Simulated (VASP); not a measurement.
Set up this calculation in VASP 6.6.1, as the native input.

```yaml
Task: single point
Functional: r2SCAN
Potentials_or_basis: VASP PAW PBE potentials, release 64 (Sr_sv, O)
Cutoff: 520 eV
k_mesh: 8 × 8 × 8
Occupations: gaussian, width 0.05 eV
Spin: no spin polarisation
Dipole_correction: no
Further_INCAR_settings: ALGO = Normal; EDIFF = 1e-06; NBANDS = 15
```

SrO:

```
CELL_PARAMETERS angstrom
0.02258 2.58015 2.58015
2.58015 0.02258 2.58015
2.60272 2.60272 0.00000
ATOMIC_POSITIONS crystal
Sr 0.00000 0.00000 0.00000
O 0.50000 0.50000 0.50000
```

This cell differs from its parent crystal: strain +0.0175 x Voigt [0, 0, 0, 0, 0, 1].

These files were run (other wordings do the same):

POSCAR

```
SrO
1.0
    0.0225762923      2.5801476905      2.5801476905
    2.5801476905      0.0225762923      2.5801476905
    2.6027239828      2.6027239828      0.0000000000
Sr O
1 1
Direct
    0.0000000000      0.0000000000      0.0000000000
    0.5000000000      0.5000000000      0.5000000000
```

INCAR.step1

```
SYSTEM = SrO
PREC     = Accurate       ! precision mode
ENCUT    = 520            ! plane-wave cutoff, eV
ISMEAR   = 0              ! smearing method
SIGMA    = 0.05           ! smearing width, eV
LREAL    = .FALSE.        ! projectors in reciprocal space
LASPH    = .TRUE.         ! aspherical terms in the spheres
NELM     = 100            ! most SCF steps
NBANDS   = 15             ! bands
GGA      = PE             ! functional
ALGO     = Normal         ! electronic algorithm
EDIFF    = 1E-4           ! SCF threshold, eV
LWAVE    = .TRUE.         ! write WAVECAR
LCHARG   = .FALSE.        ! write CHGCAR
```

INCAR.step2

```
SYSTEM = SrO
PREC     = Accurate       ! precision mode
ENCUT    = 520            ! plane-wave cutoff, eV
EDIFF    = 1E-6           ! SCF threshold, eV
ISMEAR   = 0              ! smearing method
SIGMA    = 0.05           ! smearing width, eV
LREAL    = .FALSE.        ! projectors in reciprocal space
LASPH    = .TRUE.         ! aspherical terms in the spheres
NELM     = 100            ! most SCF steps
ALGO     = Normal         ! electronic algorithm
ISIF     = 2              ! what is computed and relaxed
LWAVE    = .FALSE.        ! write WAVECAR
LCHARG   = .TRUE.         ! write CHGCAR
METAGGA  = R2SCAN         ! meta-GGA
LMIXTAU  = .TRUE.       
LELF     = .TRUE.         ! ELF
LVHAR    = .TRUE.       
NBANDS   = 15             ! bands
ISTART   = 1
```

KPOINTS

```
Automatic mesh
0
G
  8 8 8
  0 0 0
```

Potentials or basis: VASP PAW PBE potentials, release 64 (Sr_sv, O).

Launch:

```console
$ cat potpaw_PBE.64/Sr_sv/POTCAR potpaw_PBE.64/O/POTCAR > POTCAR
$ cp INCAR.step1 INCAR
$ mpirun -np 1 vasp_std > vasp.out
$ cp INCAR.step2 INCAR
$ mpirun -np 1 vasp_std > vasp.out
```

Results of the run:

```json
{"Pressure": "0.5 GPa", "Band gap on the k mesh": "3.73 eV, indirect (least direct gap 3.82 eV)"}
```

Caveat: the cell differs from its parent crystal (strain +0.0175 x Voigt [0, 0, 0, 0, 0, 1]); the PAW data sets were made with another functional, which shifts forces and pressure a little.

It took 100 s on 1 thread of Intel(R) Xeon(R) 6975P-C (Granite Rapids), on a shared host, peak memory 0.2 GiB.
